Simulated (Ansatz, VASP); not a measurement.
Two plane-wave programs on SnO2

```xyz
6
Lattice="3.2116 0.0000 0.0000 -1.6058 2.7813 0.0000 0.0000 0.0000 10.3428" Properties=species:S:1:pos:R:3 pbc="T T T"
Sn    0.0000    0.0000    5.1714
Sn    0.0000    0.0000    0.0000
O     1.6058    1.2643    3.7872
O     1.6058    1.2643    0.6458
O     0.0000    2.1914    5.8172
O     0.0000    2.1914    8.9586
```

Change from the starting cell: all O atoms moved -0.500 Å, as atom 3 towards its neighbour atom 5 (O) at 2.749 Å.

Alike in both runs: task single point; functional PBE; dispersion D3(BJ); k mesh 12 × 12 × 4; occupations gaussian, width 0.05 eV; no spin polarisation.

|  | VASP | Ansatz |
| --- | --- | --- |
| version | VASP 6.6.1 | Ansatz 0.2.0 |
| potentials or method | VASP PAW PBE potentials, release 64 (Sn_d, O), cutoff 520 eV | scalar-relativistic, plane waves, PAW |
| valence electrons in the cell | 52 | 52 |

|  | VASP | Ansatz | Ansatz less VASP |
| --- | --- | --- | --- |
| gap on the k mesh at the Fermi level (eV) | 0.73 | 0.76 | +0.027 |
| least direct gap on the mesh (eV) | 0.73 | 0.76 | +0.027 |
| pressure (GPa) | 19.8 | 20.4 | +0.62 |
| traceless stress, the component that is largest in VASP (GPa) | -21.23 | -21.55 | -0.328 |
| rms of the force components (eV/Å) | 5.874 | 6.133 | +0.2585 |

Atom by atom the forces differ by 0.292 eV/Å (rms over components).
